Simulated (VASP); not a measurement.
# RbBr (Pm-3m) in VASP: notebook

Runs on RbBr. Level: LDA. Tasks: single point.

Everything below comes from runs of VASP 6.6.1. Logs are shortened: lines on timing, memory, paths and dates and some standing lists are left out, and cuts for length are marked.

## (1) The cell of the first run

It takes space group Pm-3m (No. 221, cubic). The conventional cell has a = 4.180 Å, b = 4.180 Å, c = 4.180 Å, α = 90.00°, β = 90.00°, γ = 90.00°. Rb (site symmetry m-3m) has 8 Br at 3.62 Å and 6 Rb at 4.18 Å within 4.8 Å. Within 4.8 Å of Br (site symmetry m-3m) lie 8 Rb at 3.62 Å and 6 Br at 4.18 Å.

## (2) Single point, LDA

INCAR

```
PREC = Accurate
ENCUT = 500
EDIFF = 1E-6
ISMEAR = 0
SIGMA = 0.01
LREAL = F
LASPH = T
NELM = 120
ALGO = Normal
ISIF = 2
LWAVE = F
LCHARG = F
NBANDS = 15
GGA_COMPAT = F
```

KPOINTS

```
regular mesh
0
Gamma
  6 6 6
```

POSCAR

```
RbBr
1.0
    4.1803737134      0.0000000000      0.0000000000
    0.0000000000      4.1803737134      0.0000000000
    0.0000000000      0.0000000000      4.1803737134
Rb Br
1 1
Direct
    0.0000000000      0.0000000000      0.0000000000
    0.5000000000      0.5000000000      0.5000000000
```

Potentials or basis: VASP PAW LDA potentials, release 64 (Rb_sv, Br).

The run is started by

```
$ cat potpaw_LDA.64/Rb_sv/POTCAR potpaw_LDA.64/Br/POTCAR > POTCAR
$ mpirun -np 1 vasp_std > vasp.out
```

OUTCAR:

```text
PREC = Accurate
   ENCUT = 500
   EDIFF = 1E-6
   ISMEAR = 0
   LREAL = F
   LASPH = T
   NELM = 120
   ISIF = 2

 ion  position               nearest neighbor table
   1  0.000  0.000  0.000-   2 3.62   2 3.62   2 3.62   2 3.62   2 3.62   2 3.62   2 3.62   2 3.62

   2  0.500  0.500  0.500-   1 3.62   1 3.62   1 3.62   1 3.62   1 3.62   1 3.62   1 3.62   1 3.62

  LATTYP: Found a simple cubic cell.
 ALAT       =     4.1803737134

  Lattice vectors:

 A1 = (   4.1803737134,   0.0000000000,   0.0000000000)
 A2 = (   0.0000000000,   4.1803737134,   0.0000000000)
 A3 = (   0.0000000000,   0.0000000000,   4.1803737134)

Analysis of symmetry for initial positions (statically):
=====================================================================
 Subroutine PRICEL returns:
 Original cell was already a primitive cell.

 Routine SETGRP: Setting up the symmetry group for a
 simple cubic supercell.

 Subroutine GETGRP returns: Found 48 space group operations
 (whereof 48 operations were pure point group operations)
 out of a pool of 48 trial point group operations.

The static configuration has the point symmetry O_h .

Analysis of symmetry for dynamics (positions and initial velocities):
=====================================================================
 Subroutine PRICEL returns:
 Original cell was already a primitive cell.

 Routine SETGRP: Setting up the symmetry group for a
 simple cubic supercell.

 Subroutine GETGRP returns: Found 48 space group operations
 (whereof 48 operations were pure point group operations)
 out of a pool of 48 trial point group operations.

The dynamic configuration has the point symmetry O_h .

 Subroutine INISYM returns: Found 48 space group operations
 (whereof 48 operations are pure point group operations),
 and found     1 'primitive' translations

----------------------------------------------------------------------------------------

                                     Primitive cell

  volume of cell :      73.0542

  direct lattice vectors                    reciprocal lattice vectors
     4.180373713  0.000000000  0.000000000     0.239213063  0.000000000  0.000000000
     0.000000000  4.180373713  0.000000000     0.000000000  0.239213063  0.000000000
     0.000000000  0.000000000  4.180373713     0.000000000  0.000000000  0.239213063

  length of vectors
[... 85 lines left out ...]
   POTIM  = 0.5000    time-step for ionic-motion
   TEBEG  =    0.0;   TEEND  =   0.0 temperature during run
   PSTRESS=    0.0 pullay stress
   NELECT =      16.0000    total number of electrons
   NUPDOWN=      -1.0000    fix difference up-down
   EMIN   =  10.00;   EMAX   =-10.00  energy-range for DOS
   EFERMI =   0.00;   METHOD = LEGACY
   ISMEAR =     0;   SIGMA  =   0.01  broadening in eV -4-tet -1-fermi 0-gaus
   EFERMI_NEDOS =   21; number of points for ismear=-14 and -15
   IALGO  =     38    algorithm
   IMIX   =      4    mixing-type and parameters
     AMIX     =   0.40;   BMIX     =  1.00
     AMIX_MAG =   1.60;   BMIX_MAG =  1.00
  volume/ion in A,a.u.               =      36.53       246.50
  Fermi-wavevector in a.u.,A,eV,Ry     =   0.986809  1.864798 13.249241  0.973792
  Thomas-Fermi vector in A             =   2.118217
   LORBIT       =      0    0 simple, 1 ext, 2 COOP (PROOUT), +10 PAW based schemes
   GGA     = CA    functional components
   LHFCALC =     F    Hartree Fock is set to
   AEXX    =    0.0000 exact exchange contribution
   IVDW    =     0    specifies the selected vdW correction
   LEPSILON=     F    determine dielectric tensor
   LRPA    =     F    only Hartree local field effects (RPA)
 non-spin polarized calculation
 Gauss-broadening in eV      SIGMA  =   0.01
  energy-cutoff  :      500.00
  volume of cell :       73.05
 maximum number of plane-waves:      1881
   NGX = 15   NGY = 15   NGZ = 15

 number of electron      16.0000005 magnetization

 Free energy of the ion-electron system (eV)
  ---------------------------------------------------
  ext. energy  EPLUGINS =         0.00000000
  ---------------------------------------------------
  free energy    TOTEN  =        -6.63097354 eV

  energy without entropy =       -6.63097354  energy(sigma->0) =       -6.63097354

 E-fermi :  -0.9741     XC(G=0):  -8.2410

 val. band max:       -1.0443118615   @ k =   0.5000   0.5000   0.0000
 cond. band min:       2.5196182388   @ k =   0.0000   0.0000   0.0000
 fundamental gap:      3.5639301003
 Fermi energy:        -0.9741469947

 k-point     1 :       0.0000    0.0000    0.0000
  band No.  band energies     occupation
      1     -26.0458      2.00000
      2     -13.6317      2.00000
      3     -10.0966      2.00000
      4     -10.0966      2.00000
      5     -10.0966      2.00000
      6      -1.2010      2.00000
      7      -1.2010      2.00000
      8      -1.2010      2.00000
      9       2.5196      0.00000
     10       4.3022      0.00000
     11       4.3022      0.00000
     12       8.6517      0.00000
     13       8.6517      0.00000
     14       8.6517      0.00000
[... 329 lines left out ...]
      2     -13.3624      2.00000
      3     -10.3115      2.00000
      4     -10.3115      2.00000
      5     -10.3115      2.00000
      6      -2.3374      2.00000
      7      -2.3374      2.00000
      8      -2.3374      2.00000
      9       6.7600      0.00000
     10       6.7600      0.00000
     11       6.7600      0.00000
     12       7.9328      0.00000
     13       7.9328      0.00000
     14       7.9328      0.00000
     15      10.7677      0.00000

------------------------ aborting loop because EDIFF is reached ----------------------------------------

  FORCE on cell =-STRESS in cart. coord.  units (eV):
  Direction    XX          YY          ZZ          XY          YZ          ZX
  --------------------------------------------------------------------------------------
  -------------------------------------------------------------------------------------
  Total       -1.0741579     -1.0741579     -1.0741579     -0.0000000      0.0000000     -0.0000000
  in kB      -23.5577277    -23.5577277    -23.5577277     -0.0000000      0.0000000     -0.0000000
  external PRESSURE =     -23.5577277 kB  Pullay stress =       0.0000000 kB

 VOLUME and BASIS-vectors are now :
 -----------------------------------------------------------------------------
  energy-cutoff  :      500.00
  volume of cell :       73.05
      direct lattice vectors                 reciprocal lattice vectors
     4.180373713  0.000000000  0.000000000     0.239213063  0.000000000  0.000000000
     0.000000000  4.180373713  0.000000000     0.000000000  0.239213063  0.000000000
     0.000000000  0.000000000  4.180373713     0.000000000  0.000000000  0.239213063

 POSITION                                       TOTAL-FORCE (eV/Angst)
 -----------------------------------------------------------------------------------
      0.00000      0.00000      0.00000         0.000000      0.000000      0.000000
      2.09019      2.09019      2.09019         0.000000      0.000000      0.000000
 -----------------------------------------------------------------------------------
    total drift:                                0.000000      0.000000     -0.000000

  FREE ENERGIE OF THE ION-ELECTRON SYSTEM (eV)
  ---------------------------------------------------
  free  energy   TOTEN  =        -6.6309735403 eV

  energy  without entropy=       -6.6309735403  energy(sigma->0) =       -6.63097354
```

OSZICAR:

```text
N       E                     dE             d eps       ncg     rms          rms(c)
DAV:   1     0.748688175226E+02    0.74869E+02   -0.67070E+03   600   0.905E+02
DAV:   2    -0.181063941087E+01   -0.76679E+02   -0.72134E+02   821   0.161E+02
DAV:   3    -0.675049622582E+01   -0.49399E+01   -0.49242E+01   811   0.418E+01
DAV:   4    -0.687820547035E+01   -0.12771E+00   -0.12768E+00   890   0.609E+00
DAV:   5    -0.687916935190E+01   -0.96388E-03   -0.96387E-03   840   0.517E-01    0.244E+00
DAV:   6    -0.667467285303E+01    0.20450E+00   -0.16418E-01   733   0.218E+00    0.163E+00
DAV:   7    -0.663401826581E+01    0.40655E-01   -0.71155E-02   740   0.152E+00    0.834E-01
DAV:   8    -0.663118225208E+01    0.28360E-02   -0.11721E-02   843   0.555E-01    0.129E-01
DAV:   9    -0.663095437860E+01    0.22787E-03   -0.90065E-04   712   0.146E-01    0.502E-02
DAV:  10    -0.663097327991E+01   -0.18901E-04   -0.11799E-04   758   0.693E-02    0.774E-03
DAV:  11    -0.663097354027E+01   -0.26036E-06   -0.36277E-06   848   0.122E-02
   1 F= -.66309735E+01 E0= -.66309735E+01  d E =-.326065E-25
```

Run time: 13 s. Hardware: 1 thread of Intel Xeon Platinum 8488C (Sapphire Rapids), shared host; peak memory 0.15 GiB.

What came out:

| Item | Value |
| --- | --- |
| Free energy | -6.6310 eV |
| Pressure | -2.4 GPa |
| Band gap on the k mesh | 3.56 eV (least direct gap 3.72 eV) |

Levels at points of the mesh, in eV from the valence-band top:
```csv
k point,band 5,band 6,band 7,band 8,band 9,band 10,band 11,band 12
"(0.00, 0.00, 0.00)",-9.05,-0.16,-0.16,-0.16,3.56,5.35,5.35,9.70
"(0.50, 0.00, 0.00)",-9.01,-1.70,-0.22,-0.22,6.59,6.60,7.13,8.48
"(0.50, 0.50, 0.00)",-8.98,-1.04,-1.04,0.00,4.97,5.91,7.74,7.74
"(0.50, 0.50, 0.50)",-9.27,-1.29,-1.29,-1.29,7.80,7.80,7.80,8.98
```

A k mesh can miss the band edges.

## (3) Single point, LDA

This run uses another cell than the first one, of 37.23 Å³/atom.

INCAR

```
PREC = Accurate ; ENCUT = 500
EDIFF = 1E-6 ; ISMEAR = 0
SIGMA = 0.01 ; LREAL = False
LASPH = True ; NELM = 120
ALGO = Normal ; ISIF = 2
LWAVE = False ; LCHARG = False
GGA = CA ; NBANDS = 15
GGA_COMPAT = False
```

KPOINTS is that of step 2.

POSCAR

```
RbBr
1.0
    4.2070010155      0.0000000000      0.0000000000
    0.0000000000      4.2070010155      0.0000000000
    0.0000000000      0.0000000000      4.2070010155
Rb Br
1 1
Direct
    0.0000000000      0.0000000000      0.0000000000
    0.5000000000      0.5000000000      0.5000000000
```

Potentials or basis: VASP PAW LDA potentials, release 64 (Rb_sv, Br).

The run is started by

```
$ cat potpaw_LDA.64/Rb_sv/POTCAR potpaw_LDA.64/Br/POTCAR > POTCAR
$ mpirun -np 1 vasp_std > vasp.out
```

It took 12 s on 1 thread of Intel Xeon Platinum 8488C (Sapphire Rapids), shared host; peak memory 0.16 GiB.

The run converged. Its results:

```yaml
Free_energy: -6.6097 eV
Pressure: -2.5 GPa
Band_gap_on_the_k_mesh: 3.51 eV (least direct gap 3.66 eV)
```

Levels at points of the mesh, in eV from the valence-band top:
| k point | band 4 | band 5 | band 6 | band 7 | band 8 | band 9 | band 10 | band 11 | band 12 | band 13 |
| --- | --- | --- | --- | --- | --- | --- | --- | --- | --- | --- |
| (0.00, 0.00, 0.00) | -9.08 | -9.08 | -0.16 | -0.16 | -0.16 | 3.51 | 5.36 | 5.36 | 9.64 | 9.64 |
| (0.50, 0.00, 0.00) | -9.04 | -9.04 | -1.65 | -0.21 | -0.21 | 6.51 | 6.59 | 7.03 | 8.47 | 9.46 |
| (0.50, 0.50, 0.00) | -9.36 | -9.01 | -1.01 | -1.01 | 0.00 | 4.96 | 5.90 | 7.72 | 7.72 | 10.00 |
| (0.50, 0.50, 0.50) | -9.29 | -9.29 | -1.25 | -1.25 | -1.25 | 7.74 | 7.74 | 7.74 | 8.89 | 8.89 |
